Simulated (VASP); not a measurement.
Input of a VASP 6.6.1 run:

INCAR

```
SYSTEM = WS2
ALGO = Normal
EDIFF = 1E-6
ENCUT = 500
GGA = RE
GGA_COMPAT = .False.
ISIF = 2
ISMEAR = 0
ISPIN = 2
LASPH = .True.
LCHARG = .True.
LELF = .True.
LMAXMIX = 4
LORBIT = 11
LREAL = .False.
LVHAR = .True.
LWAVE = .False.
MAGMOM = 0.05 -0.05 0 0 0 0
NBANDS = 39
NELM = 200
PREC = Accurate
SIGMA = 0.05
```

File KPOINTS:

```
k-points
0
Gamma
  8 8 2
  0 0 0
```

Contents of POSCAR:

```
WS2
1.0
    3.1712775568      0.0000000001      0.0000000000
   -1.5856387785      2.7464069266      0.0000000000
    0.0000000000      0.0000000000     12.5688511078
W S
2 4
Direct
    0.3333333333      0.6666666667      0.2500000000
    0.6666666667      0.3333333333      0.7500000000
    0.3333333333      0.6666666667      0.6246831370
    0.6666666667      0.3333333333      0.1246833784
    0.3333333333      0.6666666667      0.8753168630
    0.6666666667      0.3333333333      0.3753166216
```

Potentials or basis: VASP PAW PBE potentials, release 64 (W_sv, S).

Run with:

```sh
$ cat potpaw_PBE.64/W_sv/POTCAR potpaw_PBE.64/S/POTCAR > POTCAR
$ mpirun -np 1 vasp_std > vasp.out
```

**Question.** Estimate the largest force.

**Answer.** 0.004 eV/Å.

**Question.** What does it give for the band gap on the k mesh?

**Answer.** 1.27 eV (least direct gap 2.24 eV).

**Question.** Estimate the net moment.

**Answer.** 0.00 μB per cell.

**Question.** What does it give for the pressure?

**Answer.** 3.6 GPa.

Forces in eV/Å, atoms in the order of the input:
```
W    0.000  0.000  0.000
W    0.000  0.000  0.000
S    0.000  0.000  0.004
S    0.000  0.000  0.004
S    0.000  0.000 -0.004
S    0.000  0.000 -0.004
```

Caveat: the cell stands under pressure; the PAW data sets were made with another functional, which shifts forces and pressure a little; spin-orbit coupling is left out, which moves the levels of the heavy elements; this functional lacks dispersion, which binds layers or chains, so the pressure and a relaxed spacing across them are unreliable. A hybrid or GW would open this gap; revPBE tends to underestimate it.
